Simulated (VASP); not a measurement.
Hf, 1 atom in the cell. The structure is cubic, space group Im-3m (No. 229). Conventional cell: a = 3.491 Å, b = 3.491 Å, c = 3.491 Å, α = 90.00°, β = 90.00°, γ = 90.00°. Within 4.0 Å of Hf (site symmetry m-3m) lie 14 Hf at 3.02 to 3.49 Å. 

| Property | Result |
| --- | --- |
| Program | VASP 6.6.1 |
| Task | single point |
| Functional | PBEsol |
| Potentials or basis | VASP PAW PBE potentials, release 64 (Hf_pv) |
| Cutoff | 520 eV |
| k mesh | 16 × 16 × 16 |
| Occupations | gaussian, width 0.1 eV |
| Spin | no spin polarisation |
| Dipole correction | no |
| Further INCAR settings | ALGO = Fast; EDIFF = 1e-07; NBANDS = 11 |

Potentials or basis: VASP PAW PBE potentials, release 64 (Hf_pv).

Launch:

```console
$ cat potpaw_PBE.64/Hf_pv/POTCAR > POTCAR
$ mpirun -np 1 vasp_std > vasp.out
```

Hardware: 1 thread of Intel Xeon 8259CL (shared host).

Q: Estimate the wall time of this run.

A: Wall time 40 s on 1 thread of Intel Xeon 8259CL, with other jobs on the host, peak memory 0.16 GiB. Counts: scf iterations 15, k points 145.
